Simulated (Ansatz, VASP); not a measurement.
## One calculation of CsBr, two programs

```
CELL_PARAMETERS angstrom
4.23300 0.00000 0.00000
0.00000 4.23300 0.00000
0.00000 0.00000 4.23300
ATOMIC_POSITIONS crystal
Cs 0.00000 0.00000 0.00000
Br 0.50000 0.50000 0.50000
```

Alike in both runs: task single point; functional PBEsol; k mesh 4 × 4 × 4; occupations gaussian, width 0.05 eV; no spin polarisation.

|  | VASP | Ansatz |
| --- | --- | --- |
| version | VASP 6.6.1 | Ansatz 0.2.0 |
| potentials or method | VASP PAW PBE potentials, release 64 (Cs_sv, Br), cutoff 500 eV | scalar-relativistic, plane waves, PAW |
| valence electrons in the cell | 16 | 16 |

```tsv
	VASP	Ansatz	Ansatz less VASP
gap on the k mesh at the Fermi level (eV)	4.46	4.47	+0.011
least direct gap on the mesh (eV)	4.46	4.47	+0.011
pressure (GPa)	0.2	0.1	-0.06
```

VASP's potentials were made for PBE, not for PBEsol.

Spin-orbit coupling is off throughout.
